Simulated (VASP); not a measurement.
# Ba (P6_3/mmc) in VASP: a series of runs, part 2 of 2

VASP 6.6.1. Earlier steps stand in the parts before.

### Step 3. Single point, PBEsol

The input, INCAR:

```
SYSTEM = Ba
PREC     = Accurate       ! precision mode
ENCUT    = 520            ! plane-wave cutoff, eV
EDIFF    = 1E-6           ! SCF threshold, eV
ISMEAR   = 0              ! smearing method
SIGMA    = 0.1            ! smearing width, eV
LREAL    = .FALSE.        ! projectors in reciprocal space
LASPH    = .TRUE.         ! aspherical terms in the spheres
NELM     = 80             ! most SCF steps
ALGO     = Fast           ! electronic algorithm
ISIF     = 2              ! what is computed and relaxed
LWAVE    = .FALSE.        ! write WAVECAR
LCHARG   = .FALSE.        ! write CHGCAR
GGA      = PS             ! functional
NBANDS   = 28             ! bands
```

The input, KPOINTS:

```
Automatic mesh
0
G
  12 12 4
  0 0 0
```

The input, POSCAR:

```
Ba
1.0
    4.2216991383      0.0000000000      0.0000000000
   -2.1108495691      3.6560987009      0.0000000000
    0.0000000000      0.0000000000     14.9687767619
Ba
4
Direct
    0.3333333333      0.6666666667      0.3784553425
    0.6666666667      0.3333333333      0.8784553425
    0.6666666667      0.3333333333      0.6215446575
    0.3333333333      0.6666666667      0.1215446575
```

Potentials or basis: VASP PAW PBE potentials, release 64 (Ba_sv).

Run with:

```
$ cat potpaw_PBE.64/Ba_sv/POTCAR > POTCAR
$ mpirun -np 1 vasp_std > vasp.out
```

OUTCAR:

```text
SYSTEM = Ba
   PREC = Accurate
   ENCUT = 520
   EDIFF = 1E-6
   ISMEAR = 0
   LREAL = .FALSE.
   LASPH = .TRUE.
   NELM = 80
   ISIF = 2
   GGA = PS

 ion  position               nearest neighbor table
   1  0.333  0.667  0.378-   4 3.85   3 4.38   3 4.38   3 4.38
   2  0.667  0.333  0.878-   3 3.85   4 4.38   4 4.38   4 4.38
   3  0.667  0.333  0.622-   2 3.85   1 4.38   1 4.38   1 4.38
   4  0.333  0.667  0.122-   1 3.85   2 4.38   2 4.38   2 4.38

  LATTYP: Found a hexagonal cell.
 ALAT       =     4.2216991383
 C/A-ratio  =     3.5456758692

  Lattice vectors:

 A1 = (   4.2216991383,   0.0000000000,   0.0000000000)
 A2 = (  -2.1108495691,   3.6560987009,   0.0000000000)
 A3 = (   0.0000000000,   0.0000000000,  14.9687767619)

Analysis of symmetry for initial positions (statically):
=====================================================================
 Subroutine PRICEL returns:
 Original cell was already a primitive cell.

 Routine SETGRP: Setting up the symmetry group for a
 hexagonal supercell.

 Subroutine GETGRP returns: Found 24 space group operations
 (whereof 12 operations were pure point group operations)
 out of a pool of 24 trial point group operations.

The static configuration has the point symmetry D_3d.
 The point group associated with its full space group is D_6h.

Analysis of symmetry for dynamics (positions and initial velocities):
=====================================================================
 Subroutine PRICEL returns:
 Original cell was already a primitive cell.

 Routine SETGRP: Setting up the symmetry group for a
 hexagonal supercell.

 Subroutine GETGRP returns: Found 24 space group operations
 (whereof 12 operations were pure point group operations)
 out of a pool of 24 trial point group operations.

[... 121 lines left out ...]
   EFERMI_NEDOS =   21; number of points for ismear=-14 and -15
   IALGO  =     68    algorithm
   IMIX   =      4    mixing-type and parameters
     AMIX     =   0.40;   BMIX     =  1.00
     AMIX_MAG =   1.60;   BMIX_MAG =  1.00
  volume/ion in A,a.u.               =      57.76       389.79
  Fermi-wavevector in a.u.,A,eV,Ry     =   0.912426  1.724235 11.327139  0.832521
  Thomas-Fermi vector in A             =   2.036820
   LORBIT       =      0    0 simple, 1 ext, 2 COOP (PROOUT), +10 PAW based schemes
   GGA     = PS    functional components
   LHFCALC =     F    Hartree Fock is set to
   AEXX    =    0.0000 exact exchange contribution
   IVDW    =     0    specifies the selected vdW correction
   LEPSILON=     F    determine dielectric tensor
   LRPA    =     F    only Hartree local field effects (RPA)
 non-spin polarized calculation
 RMM-DIIS sequential band-by-band and
 Gauss-broadening in eV      SIGMA  =   0.10
  energy-cutoff  :      520.00
  volume of cell :      231.04
 maximum number of plane-waves:      6264
 NGX is ok and might be reduce to    32
   NGX = 15   NGY = 15   NGZ = 55

 number of electron      40.0000001 magnetization

 Free energy of the ion-electron system (eV)
  ---------------------------------------------------
  ext. energy  EPLUGINS =         0.00000000
  ---------------------------------------------------
  free energy    TOTEN  =        -8.19455093 eV

  energy without entropy =       -8.16510750  energy(sigma->0) =       -8.17982921

 E-fermi :   1.7972     XC(G=0):  -7.7870

 val. band max:        1.7963110864   @ k =   0.5000   0.0000   0.2500
 cond. band min:       1.7985424341   @ k =   0.4167   0.0833   0.0000
 fundamental gap:      0.0022313477
 Fermi energy:         1.7971767943

 k-point     1 :       0.0000    0.0000    0.0000
  band No.  band energies     occupation
      1     -26.9855      2.00000
      2     -26.9598      2.00000
      3     -26.9446      2.00000
      4     -26.9184      2.00000
      5     -12.5395      2.00000
      6     -12.2654      2.00000
[... 733 lines left out ...]
     27       3.8751      0.00000
     28       4.0451      0.00000

 [... further k-points ...]

------------------------ aborting loop because EDIFF is reached ----------------------------------------

  FORCE on cell =-STRESS in cart. coord.  units (eV):
  Direction    XX          YY          ZZ          XY          YZ          ZX
  --------------------------------------------------------------------------------------
  -------------------------------------------------------------------------------------
  Total        0.0876572      0.0876572      0.1950376      0.0000000      0.0000000     -0.0000000
  in kB        0.6078646      0.6078646      1.3525005      0.0000000      0.0000000     -0.0000000
  external PRESSURE =       0.8560765 kB  Pullay stress =       0.0000000 kB

 VOLUME and BASIS-vectors are now :
 -----------------------------------------------------------------------------
  energy-cutoff  :      520.00
  volume of cell :      231.04
      direct lattice vectors                 reciprocal lattice vectors
     4.221699138  0.000000000  0.000000000     0.236871451  0.136757796  0.000000000
    -2.110849569  3.656098701  0.000000000     0.000000000  0.273515592  0.000000000
     0.000000000  0.000000000 14.968776762     0.000000000  0.000000000  0.066805726

 POSITION                                       TOTAL-FORCE (eV/Angst)
 -----------------------------------------------------------------------------------
     -0.00000      2.43740      5.66501        -0.000000     -0.000000      0.000626
      2.11085      1.21870     13.14940         0.000000      0.000000      0.000626
      2.11085      1.21870      9.30376         0.000000      0.000000     -0.000626
     -0.00000      2.43740      1.81937        -0.000000     -0.000000     -0.000626
 -----------------------------------------------------------------------------------
    total drift:                               -0.000000      0.000000     -0.000000

  FREE ENERGIE OF THE ION-ELECTRON SYSTEM (eV)
  ---------------------------------------------------
  free  energy   TOTEN  =        -8.1945509268 eV

  energy  without entropy=       -8.1651074977  energy(sigma->0) =       -8.17982921
```

OSZICAR:

```text
N       E                     dE             d eps       ncg     rms          rms(c)
DAV:   1     0.325099639721E+03    0.32510E+03   -0.16423E+04  3192   0.118E+03
DAV:   2     0.155090437654E+02   -0.30959E+03   -0.30423E+03  4724   0.240E+02
DAV:   3    -0.747800088923E+01   -0.22987E+02   -0.22562E+02  4412   0.665E+01
DAV:   4    -0.821313399961E+01   -0.73513E+00   -0.73173E+00  4828   0.931E+00
DAV:   5    -0.822464156889E+01   -0.11508E-01   -0.11487E-01  4216   0.120E+00    0.374E+00
RMM:   6    -0.820127124376E+01    0.23370E-01   -0.32295E-02  3833   0.999E-01    0.222E+00
RMM:   7    -0.819373232642E+01    0.75389E-02   -0.50300E-02  4178   0.142E+00    0.107E-01
RMM:   8    -0.819430319131E+01   -0.57086E-03   -0.88284E-03  4762   0.355E-01    0.763E-02
RMM:   9    -0.819447866844E+01   -0.17548E-03   -0.11709E-03  5145   0.113E-01    0.435E-02
RMM:  10    -0.819454218364E+01   -0.63515E-04   -0.32004E-04  5164   0.680E-02    0.785E-03
RMM:  11    -0.819454725828E+01   -0.50746E-05   -0.10326E-04  5616   0.319E-02    0.852E-03
RMM:  12    -0.819454943345E+01   -0.21752E-05   -0.28801E-05  4459   0.149E-02    0.358E-03
RMM:  13    -0.819455045262E+01   -0.10192E-05   -0.10877E-05  3850   0.857E-03    0.141E-03
RMM:  14    -0.819455092675E+01   -0.47413E-06   -0.37608E-06  3405   0.505E-03
   1 F= -.81945509E+01 E0= -.81798292E+01  d E =-.294434E-01
```

stdout:

```text
POSCAR found type information on POSCAR Ba
 POSCAR found :  1 types and       4 ions
 scaLAPACK will be used
 -----------------------------------------------------------------------------
|                                                                             |
|                                                                             |
|     You enforced a specific xc type in the INCAR file but a different       |
|     I HOPE YOU KNOW WHAT YOU ARE DOING!                                     |
|                                                                             |
 -----------------------------------------------------------------------------

 LDA part: xc-table for (Slater+PW92), standard interpolation
 POSCAR, INCAR and KPOINTS ok, starting setup
 FFT: planning ... GRIDC
 FFT: planning ... GRID_SOFT
 FFT: planning ... GRID
 WAVECAR not read
 entering main loop
WARNING in EDDRMM: call to ZHEGV failed, returncode =   8  4     26
WARNING in EDDRMM: call to ZHEGV failed, returncode =   6  3     21
WARNING in EDDRMM: call to ZHEGV failed, returncode =   6  3     17
WARNING in EDDRMM: call to ZHEGV failed, returncode =   6  3     24
WARNING in EDDRMM: call to ZHEGV failed, returncode =   6  3     23
```

Run time: 3.9 min. Hardware: 1 thread of Intel Xeon Platinum 8488C (Sapphire Rapids), shared host; peak memory 0.49 GiB.

Results:

| Quantity | Value |
| --- | --- |
| Free energy | -8.1946 eV |
| Pressure | 0.1 GPa |
| Band gap on the k mesh | zero (bands 20 and 21 overlap by 0.50 eV) |

Levels at points of the mesh, in eV from the Fermi level:
```
           k point  band 16  band 17  band 18  band 19  band 20  band 21  band 22  band 23  band 24  band 25
(0.00, 0.00, 0.00)   -13.59    -2.74    -1.87    -1.83    -0.88     0.52     0.78     1.08     1.57     1.85
(0.50, 0.00, 0.00)   -13.61    -0.94    -0.90    -0.43    -0.30    -0.21    -0.04     0.39     0.97     1.20
(0.00, 0.00, 0.50)   -13.61    -2.48    -2.48    -1.20    -1.20     0.74     0.74     1.23     1.23     1.91
(0.50, 0.00, 0.50)   -13.65    -0.78    -0.78    -0.61    -0.61    -0.10    -0.10     0.67     0.67     1.60
```

Caveat: the PAW data sets were made with another functional, which shifts forces and pressure a little; spin-orbit coupling is left out, which moves the levels of the heavy elements.
